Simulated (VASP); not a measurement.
# Pd (Fm-3m) in VASP: further runs

The runs below take Pd through relaxation of cell and atoms, single point, with RPBE, PBEsol, BLYP, PBEsol+D3(BJ).

Program: VASP 6.6.1. These are calculated values, not measurements. Logs are shortened: lines on timing, memory, paths and dates and some standing lists are left out, and cuts for length are marked.

**1. The cell of the first run**

Symmetry: Fm-3m, No. 225, cubic system. The conventional cell has a = 3.893 Å, b = 3.893 Å, c = 3.893 Å, α = 90.00°, β = 90.00°, γ = 90.00°. Within 3.6 Å of Pd (site symmetry m-3m) lie 12 Pd at 2.75 Å.

**2. Relaxation of cell and atoms, RPBE**

INCAR reads:

```
PREC = Accurate
ENCUT = 600
EDIFF = 1E-7
ISMEAR = -1
SIGMA = 0.05
LREAL = F
LASPH = T
NELM = 100
ALGO = Normal
ISIF = 3
LWAVE = F
LCHARG = F
GGA = RP
IBRION = 2
NSW = 80
EDIFFG = -0.005
```

KPOINTS reads:

```
Automatic mesh
0
Gamma
  12 12 12
```

POSCAR reads:

```
Pd
1.0
    0.0000000000      1.9465000000      1.9465000000
    1.9465000000      0.0000000000      1.9465000000
    1.9465000000      1.9465000000      0.0000000000
Pd
1
Direct
    0.0000000000      0.0000000000      0.0000000000
```

Potentials or basis: VASP PAW PBE potentials, release 64 (Pd).

The run is started by

```bash
> cat potpaw_PBE.64/Pd/POTCAR > POTCAR
> mpirun -np 1 vasp_std > vasp.out
```

OUTCAR:

```text
PREC = Accurate
   ENCUT = 600
   EDIFF = 1E-7
   ISMEAR = -1
   LREAL = F
   LASPH = T
   NELM = 100
   ISIF = 3
   GGA = RP
   IBRION = 2
   NSW = 80
   EDIFFG = -0.005

 ion  position               nearest neighbor table
   1  0.000  0.000  0.000-

  LATTYP: Found a face centered cubic cell.
 ALAT       =     3.8930000000

  Lattice vectors:

 A1 = (   0.0000000000,   1.9465000000,   1.9465000000)
 A2 = (   1.9465000000,   0.0000000000,   1.9465000000)
 A3 = (   1.9465000000,   1.9465000000,   0.0000000000)

Analysis of symmetry for initial positions (statically):
[... 33 lines left out ...]
                                     Primitive cell

  volume of cell :      14.7500

  direct lattice vectors                    reciprocal lattice vectors
     0.000000000  1.946500000  1.946500000    -0.256871307  0.256871307  0.256871307
     1.946500000  0.000000000  1.946500000     0.256871307 -0.256871307  0.256871307
     1.946500000  1.946500000  0.000000000     0.256871307  0.256871307 -0.256871307

  length of vectors
     2.752766699  2.752766699  2.752766699     0.444914156  0.444914156  0.444914156

  position of ions in fractional coordinates (direct lattice)
     0.000000000  0.000000000  0.000000000

  ion indices of the primitive-cell ions
   primitive index   ion index
                 1           1

----------------------------------------------------------------------------------------

 KPOINTS: Automatic mesh

Automatic generation of k-mesh.
 Grid dimensions read from file:
 generate k-points for:   12   12   12

 Generating k-lattice:

  Cartesian coordinates                     Fractional coordinates (reciprocal lattice)
    -0.021405942  0.021405942  0.021405942     0.083333333  0.000000000  0.000000000
     0.021405942 -0.021405942  0.021405942     0.000000000  0.083333333  0.000000000
     0.021405942  0.021405942 -0.021405942     0.000000000  0.000000000  0.083333333

  Length of vectors
     0.037076180  0.037076180  0.037076180

  Shift w.r.t. Gamma in fractional coordinates (k-lattice)
     0.000000000  0.000000000  0.000000000

 Subroutine IBZKPT returns following result:
 ===========================================

 Found     72 irreducible k-points:

 Following reciprocal coordinates:
            Coordinates               Weight
  0.000000  0.000000  0.000000      1.000000
  0.083333  0.000000  0.000000      8.000000
  0.166667  0.000000  0.000000      8.000000
  0.250000  0.000000  0.000000      8.000000
  0.333333  0.000000  0.000000      8.000000
  0.416667  0.000000  0.000000      8.000000
[... 16 lines left out ...]
  0.500000  0.166667  0.000000     24.000000
 -0.416667  0.166667  0.000000     24.000000
 [... further k-points ...]
   k-points           NKPTS =     72   k-points in BZ     NKDIM =     72   number of bands    NBANDS=      9
   number of dos      NEDOS =    301   number of ions     NIONS =      1
   total plane-waves  NPLWV =  13824
   dimension x,y,z NGX =    24 NGY =   24 NGZ =   24
   dimension x,y,z NGXF=    48 NGYF=   48 NGZF=   48
   ions per type =               1
   NGX,Y,Z   is equivalent  to a cutoff of  14.49, 14.49, 14.49 a.u.
   NGXF,Y,Z  is equivalent  to a cutoff of  28.99, 28.99, 28.99 a.u.
 SYSTEM =  unknown system
   PREC   = accura    normal or accurate (medium, high low for compatibility)
   ISTART =      0    job   : 0-new  1-cont  2-samecut
   ICHARG =      2    charge: 1-file 2-atom 10-const
   ISPIN  =      1    spin polarized calculation?
   LNONCOLLINEAR =      F non collinear calculations
   LSORBIT =      F    spin-orbit coupling
   LASPH  =      T    aspherical Exc in radial PAW
   ENCUT  =  600.0 eV  44.10 Ry    6.64 a.u.   5.50  5.50  5.50*2*pi/ulx,y,z
   NELM   =    100;   NELMIN=  2; NELMDL= -5     # of ELM steps
   EDIFF  = 0.1E-06   stopping-criterion for ELM
   LREAL  =      F    real-space projection
   EDIFFG = -.5E-02   stopping-criterion for IOM
   NSW    =     80    number of steps for IOM
   IBRION =      2    ionic relax: 0-MD 1-quasi-New 2-CG
   NFREE  =      1    steps in history (QN), initial steepest desc. (CG)
   ISIF   =      3    stress and relaxation
   ISYM   =      2    0-nonsym 1-usesym 2-fastsym
   POTIM  = 0.5000    time-step for ionic-motion
   TEBEG  =    0.0;   TEEND  =   0.0 temperature during run
   PSTRESS=    0.0 pullay stress
   NELECT =      10.0000    total number of electrons
   NUPDOWN=      -1.0000    fix difference up-down
   EMIN   =  10.00;   EMAX   =-10.00  energy-range for DOS
   EFERMI =   0.00;   METHOD = LEGACY
   ISMEAR =    -1;   SIGMA  =   0.05  broadening in eV -4-tet -1-fermi 0-gaus
   EFERMI_NEDOS =   21; number of points for ismear=-14 and -15
   IALGO  =     38    algorithm
   IMIX   =      4    mixing-type and parameters
     AMIX     =   0.40;   BMIX     =  1.00
     AMIX_MAG =   1.60;   BMIX_MAG =  1.00
  volume/ion in A,a.u.               =      14.75        99.54
[... 18 lines left out ...]

 number of electron      10.0000000 magnetization

 number of electron       9.9999999 magnetization

 Free energy of the ion-electron system (eV)
  ---------------------------------------------------
  ext. energy  EPLUGINS =         0.00000000
  ---------------------------------------------------
  free energy    TOTEN  =        -4.60723361 eV

  energy without entropy =       -4.58765415  energy(sigma->0) =       -4.59744388

------------------------ aborting loop because EDIFF is reached ----------------------------------------

  FORCE on cell =-STRESS in cart. coord.  units (eV):
  Direction    XX          YY          ZZ          XY          YZ          ZX
  --------------------------------------------------------------------------------------
  -------------------------------------------------------------------------------------
  Total        1.0439521      1.0439521      1.0439521      0.0000000      0.0000000     -0.0000000
  in kB      113.3960556    113.3960556    113.3960556      0.0000000      0.0000000     -0.0000000
  external PRESSURE =     113.3960556 kB  Pullay stress =       0.0000000 kB

 VOLUME and BASIS-vectors are now :
 -----------------------------------------------------------------------------
  energy-cutoff  :      600.00
  volume of cell :       14.75
      direct lattice vectors                 reciprocal lattice vectors
     0.000000000  1.946500000  1.946500000    -0.256871307  0.256871307  0.256871307
     1.946500000  0.000000000  1.946500000     0.256871307 -0.256871307  0.256871307
     1.946500000  1.946500000  0.000000000     0.256871307  0.256871307 -0.256871307
[... 71 lines left out ...]
 POSITION                                       TOTAL-FORCE (eV/Angst)
 -----------------------------------------------------------------------------------
      0.00000      0.00000      0.00000         0.000000      0.000000      0.000000
 -----------------------------------------------------------------------------------
    total drift:                               -0.000000      0.000000     -0.000000

  FREE ENERGIE OF THE ION-ELECTRON SYSTEM (eV)
  ---------------------------------------------------
  free  energy   TOTEN  =        -4.6391894935 eV

  energy  without entropy=       -4.6179899864  energy(sigma->0) =       -4.62858974

--------------------------------------- Ionic step        4  -------------------------------------------

 number of electron      10.0000001 magnetization

 Free energy of the ion-electron system (eV)
  ---------------------------------------------------
  ext. energy  EPLUGINS =         0.00000000
  ---------------------------------------------------
  free energy    TOTEN  =        -4.63919919 eV

  energy without entropy =       -4.61803808  energy(sigma->0) =       -4.62861863

 E-fermi :   8.8228     XC(G=0): -12.6823

 val. band max:        8.8218825865   @ k =  -0.3333   0.4167   0.0833
 cond. band min:       8.8228954158   @ k =   0.5000   0.4167   0.0833
 fundamental gap:      0.0010128293
 Fermi energy:         8.8228247648

 k-point     1 :       0.0000    0.0000    0.0000
  band No.  band energies     occupation
      1       2.2430      2.00000
      2       6.2906      2.00000
      3       6.2906      2.00000
      4       6.2906      2.00000
      5       7.7325      2.00000
      6       7.7325      2.00000
      7      25.9957      0.00000
      8      30.4455      0.00000
      9      30.4455      0.00000

 k-point     2 :       0.0833    0.0000    0.0000
  band No.  band energies     occupation
      1       2.4797      2.00000
      2       6.2150      2.00000
      3       6.3675      2.00000
      4       6.3675      2.00000
      5       7.6989      2.00000
      6       7.6989      2.00000
      7      26.1942      0.00000
      8      28.9511      0.00000
      9      30.6857      0.00000
[... 253 lines left out ...]
 k-point    24 :      -0.4167    0.1667    0.0000
  band No.  band energies     occupation
      1       4.6134      2.00000
      2       5.8729      2.00000
      3       6.7362      2.00000
      4       7.1390      2.00000
      5       8.6121      1.97089
      6      12.3767      0.00000
      7      16.0302      0.00000
      8      24.2497      0.00000
      9      27.3247      0.00000

 [... further k-points ...]
[... 5 lines left out ...]
  --------------------------------------------------------------------------------------
  -------------------------------------------------------------------------------------
  Total        0.0028121      0.0028121      0.0028121      0.0000000      0.0000000      0.0000000
  in kB        0.2866621      0.2866621      0.2866621      0.0000000      0.0000000      0.0000000
  external PRESSURE =       0.2866621 kB  Pullay stress =       0.0000000 kB

 VOLUME and BASIS-vectors are now :
 -----------------------------------------------------------------------------
  energy-cutoff  :      600.00
  volume of cell :       15.72
      direct lattice vectors                 reciprocal lattice vectors
     0.000000000  1.988137216  1.988137216    -0.251491696  0.251491696  0.251491696
     1.988137216  0.000000000  1.988137216     0.251491696 -0.251491696  0.251491696
     1.988137216  1.988137216 -0.000000000     0.251491696  0.251491696 -0.251491696

 POSITION                                       TOTAL-FORCE (eV/Angst)
 -----------------------------------------------------------------------------------
      0.00000      0.00000      0.00000         0.000000      0.000000     -0.000000
 -----------------------------------------------------------------------------------
    total drift:                               -0.000000      0.000000     -0.000000

  FREE ENERGIE OF THE ION-ELECTRON SYSTEM (eV)
  ---------------------------------------------------
  free  energy   TOTEN  =        -4.6391991875 eV

  energy  without entropy=       -4.6180380782  energy(sigma->0) =       -4.62861863

 reached required accuracy - stopping structural energy minimisation
```

It took 12 s on 1 thread of Intel Xeon 6975P-C (Granite Rapids), shared host; peak memory 0.15 GiB.

What came out:

* Free energy: -4.6392 eV
* Relaxed volume: 15.72 Å³/atom
* Relaxed cell: a = 2.812 Å, b = 2.812 Å, c = 2.812 Å, α = 60.00°, β = 60.00°, γ = 60.00°
* Space group after relaxing (to 0.05 Å): Fm-3m (No. 225)
* Energy gained by relaxing: 32.0 meV/atom
* Ionic steps: 4
* Pressure after relaxing: 0.0 GPa
* Band gap on the k mesh: zero (band 5 reaches 9.09 eV, above the bottom of band 6 at 7.68 eV)

Step by step:
```csv
step,energy change (eV),largest force (eV/Å),pressure (GPa),volume (Å³)
1,0.0000,0.0000,11.34,14.75
2,0.0143,0.0000,-9.79,17.09
3,-0.0320,0.0000,-0.16,15.74
4,-0.0320,0.0000,0.03,15.72
```

Final structure:
```yaml
crystal:
  lattice:
    - [0.00000, 1.98814, 1.98814]
    - [1.98814, 0.00000, 1.98814]
    - [1.98814, 1.98814, 0.00000]
  atoms:
    - { symbol: Pd, position: [0.00000, 0.00000, 0.00000] }
```

Caveat: the PAW data sets were made with another functional, which shifts forces and pressure a little. Zero-point motion and thermal expansion aren't in these numbers.

**3. Relaxation of cell and atoms, PBEsol**

INCAR reads:

```
SYSTEM = Pd
ALGO     = Normal         ! electronic algorithm
EDIFF    = 1E-6           ! SCF threshold, eV
EDIFFG   = -0.005         ! ionic threshold
ENCUT    = 600            ! plane-wave cutoff, eV
GGA      = PS             ! functional
IBRION   = 2              ! ionic algorithm
ISIF     = 3              ! what is computed and relaxed
ISMEAR   = -1             ! smearing method
LASPH    = .TRUE.         ! aspherical terms in the spheres
LCHARG   = .FALSE.        ! write CHGCAR
LREAL    = .FALSE.        ! projectors in reciprocal space
LWAVE    = .FALSE.        ! write WAVECAR
NELM     = 60             ! most SCF steps
NSW      = 80             ! ionic steps
PREC     = Accurate       ! precision mode
SIGMA    = 0.05           ! smearing width, eV
```

KPOINTS reads:

```
k-points
0
G
  12 12 12
  0 0 0
```

POSCAR is that of step 2.

Potentials or basis: VASP PAW PBE potentials, release 64 (Pd).

The run is started by

```bash
> cat potpaw_PBE.64/Pd/POTCAR > POTCAR
> mpirun -np 1 vasp_std > vasp.out
```

It took 9.4 s on 1 thread of Intel Xeon 6975P-C (Granite Rapids), shared host; peak memory 0.15 GiB.

The run converged. Its results:

| Item | Value |
| --- | --- |
| Free energy | -5.9759 eV |
| Relaxed volume | 14.51 Å³/atom |
| Relaxed cell | a = 2.738 Å, b = 2.738 Å, c = 2.738 Å, α = 60.00°, β = 60.00°, γ = 60.00° |
| Space group after relaxing (to 0.05 Å) | Fm-3m (No. 225) |
| Energy gained by relaxing | 2.5 meV/atom |
| Ionic steps | 3 |
| Pressure after relaxing | 0.0 GPa |
| Band gap on the k mesh | zero (band 5 reaches 10.19 eV, above the bottom of band 6 at 8.57 eV) |

The path:
```tsv
step	energy change (eV)	largest force (eV/Å)	pressure (GPa)	volume (Å³)
1	0.0000	0.0000	-3.26	14.75
2	0.0045	0.0000	6.03	14.12
3	-0.0025	0.0000	-0.03	14.51
```

Final structure:
```
CELL_PARAMETERS angstrom
0.00000 1.93576 1.93576
1.93576 0.00000 1.93576
1.93576 1.93576 0.00000
ATOMIC_POSITIONS crystal
Pd 0.00000 0.00000 0.00000
```

Levels at points of the mesh, in eV from the Fermi level:
```tsv
k point	band 1	band 2	band 3	band 4	band 5	band 6	band 7	band 8	band 9
(0.00, 0.00, 0.00)	-7.34	-2.91	-2.91	-2.91	-1.24	-1.24	17.17	22.03	22.03
(0.50, 0.00, 0.00)	-5.45	-2.96	-2.96	0.00	0.00	0.92	7.42	16.53	21.20
(0.50, 0.50, 0.00)	-5.54	-5.25	-0.02	0.32	0.32	3.28	10.91	13.23	13.23
```

Caveat: the PAW data sets were made with another functional, which shifts forces and pressure a little.

**4. Relaxation of cell and atoms, BLYP**

INCAR reads:

```
  PREC = Accurate
  ENCUT = 600
  EDIFF = 1E-6
  ISMEAR = -1
  SIGMA = 0.05
  LREAL = False
  LASPH = True
  NELM = 100
  ALGO = Normal
  ISIF = 3
  LWAVE = False
  LCHARG = False
  GGA = B5
  ALDAX = 1.0
  AGGAX = 1.0
  AGGAC = 1.0
  ALDAC = 0.0
  IBRION = 2
  NSW = 80
  EDIFFG = -0.005
```

KPOINTS reads:

```
regular mesh
0
Gamma
  12 12 12
```

POSCAR is that of step 3.

The run is started by

```bash
> cat potpaw_PBE.64/Pd/POTCAR > POTCAR
> mpirun -np 1 vasp_std > vasp.out
```

Wall time 49 s (1 thread of Intel Xeon 6975P-C (Granite Rapids), shared host); peak memory 0.15 GiB.

The run converged. Its results:

```
Free energy                            : -4.3900 eV
Relaxed volume                         : 16.34 Å³/atom
Relaxed cell                           : a = 2.849 Å, b = 2.849 Å, c = 2.849 Å, α = 60.00°, β = 60.00°, γ = 60.00°
Space group after relaxing (to 0.05 Å) : Fm-3m (No. 225)
Energy gained by relaxing              : 82.1 meV/atom
Ionic steps                            : 17
Pressure after relaxing                : 0.0 GPa
Band gap on the k mesh                 : zero (band 5 reaches 8.87 eV, above the bottom of band 6 at 7.52 eV)
```

The path:
```csv
step,energy change (eV),largest force (eV/Å),pressure (GPa),volume (Å³)
1,0.0000,0.0000,18.49,14.75
2,0.0224,0.0000,-12.28,18.69
3,-0.0821,0.0000,-0.41,16.39
4,-0.0821,0.0000,-0.09,16.35
5,-0.0821,0.0000,0.21,16.32
6,-0.0821,0.0000,0.17,16.32
7,-0.0821,0.0000,0.17,16.32
8,-0.0821,0.0000,0.17,16.32
9,-0.0821,0.0000,0.17,16.32
10,-0.0821,0.0000,0.17,16.32
11,-0.0821,0.0000,0.17,16.32
12,-0.0821,0.0000,0.16,16.32
13,-0.0821,0.0000,0.16,16.32
14,-0.0821,0.0000,0.15,16.33
15,-0.0821,0.0000,0.13,16.33
16,-0.0821,0.0000,0.08,16.33
17,-0.0821,0.0000,-0.01,16.34
```

Final structure:
```xyz
1
Lattice="0.0000 2.0142 2.0142 2.0142 0.0000 2.0142 2.0142 2.0142 0.0000" Properties=species:S:1:pos:R:3 pbc="T T T"
Pd    0.0000    0.0000    0.0000
```

Levels at points of the mesh, in eV from the Fermi level:
```tsv
k point	band 3	band 4	band 5	band 6	band 7	band 8
(0.00, 0.00, 0.00)	-2.40	-2.40	-1.04	-1.04	17.44	21.45
(0.50, 0.00, 0.00)	-2.43	-0.02	-0.02	1.51	6.59	16.82
(0.50, 0.50, 0.00)	-0.05	0.25	0.25	3.57	9.84	12.75
```

Caveat: the PAW data sets were made with another functional, which shifts forces and pressure a little; the volume moved by +11 % from the deposited cell, more than functionals usually miss. Zero-point motion and thermal expansion aren't in these numbers.

**5. Single point, PBEsol+D3(BJ)**

This run uses another cell than the first one, of 14.05 Å³/atom, 0.953 times its volume.

INCAR reads:

```
  PREC = Accurate
  ENCUT = 520
  EDIFF = 1E-6
  ISMEAR = -1
  SIGMA = 0.05
  LREAL = F
  LASPH = T
  NELM = 60
  ALGO = Normal
  ISIF = 2
  LWAVE = F
  LCHARG = F
  GGA = PS
  IVDW = 12
  NBANDS = 11
```

KPOINTS is that of step 4.

POSCAR reads:

```
Pd
1.0
    0.0000000000      1.9152970267      1.9152970267
    1.9152970267      0.0000000000      1.9152970267
    1.9152970267      1.9152970267      0.0000000000
Pd
1
Direct
    0.0000000000      0.0000000000      0.0000000000
```

The run is started by

```bash
> cat potpaw_PBE.64/Pd/POTCAR > POTCAR
> mpirun -np 1 vasp_std > vasp.out
```

Wall time 6.7 s (1 thread of Intel Xeon Platinum 8488C (Sapphire Rapids), shared host); peak memory 0.14 GiB.

The run converged. Its results:

```yaml
Free_energy: -6.6183 eV
Pressure: -0.4 GPa
Band_gap_on_the_k_mesh: zero (band 5 reaches 10.78 eV, above the bottom of band 6 at 9.06 eV)
Dispersion_energy_per_atom: -0.653 eV
```

Levels at points of the mesh, in eV from the Fermi level:
| k point | band 1 | band 2 | band 3 | band 4 | band 5 | band 6 | band 7 | band 8 | band 9 | band 10 |
| --- | --- | --- | --- | --- | --- | --- | --- | --- | --- | --- |
| (0.00, 0.00, 0.00) | -7.60 | -3.07 | -3.07 | -3.07 | -1.30 | -1.30 | 17.17 | 22.22 | 22.22 | 22.22 |
| (0.50, 0.00, 0.00) | -5.71 | -3.12 | -3.12 | 0.00 | 0.00 | 0.84 | 7.69 | 16.54 | 21.51 | 21.51 |
| (0.50, 0.50, 0.00) | -5.83 | -5.52 | -0.02 | 0.34 | 0.34 | 3.28 | 11.26 | 13.41 | 13.41 | 22.22 |

Caveat: the PAW data sets were made with another functional, which shifts forces and pressure a little; pairwise dispersion overbinds metals, which lowers pressure and volume.

**6. Overview**

| task | level | cell | cutoff (eV) | gap on the mesh (eV) | pressure (GPa) | relaxed volume (Å³/atom) |
| --- | --- | --- | --- | --- | --- | --- |
| relaxation of cell and atoms | RPBE | relaxed from a = 2.753 Å, angles 60.0°, 1 atom | 600 | none | 0.0 | 15.72 |
| relaxation of cell and atoms | PBEsol | relaxed from a = 2.753 Å, angles 60.0°, 1 atom | 600 | none | 0.0 | 14.51 |
| relaxation of cell and atoms | BLYP | relaxed from a = 2.753 Å, angles 60.0°, 1 atom | 600 | none | 0.0 | 16.34 |
| single point | PBEsol+D3(BJ) | a = 2.709 Å, angles 60.0°, 1 atom | 520 | none | -0.4 | - |

Alike in all rows: potentials or basis VASP PAW PBE potentials, release 64 (Pd); no spin polarisation; k mesh 12 × 12 × 12; smearing fermi-dirac 0.05 eV.

Caveats: the PAW data sets were made with another functional, which shifts forces and pressure a little; the volume moved by +11 % from the deposited cell, more than functionals usually miss (some runs); pairwise dispersion overbinds metals, which lowers pressure and volume (some runs).

Total energies depend on the potentials used, so only differences within one code and one set of settings carry meaning.
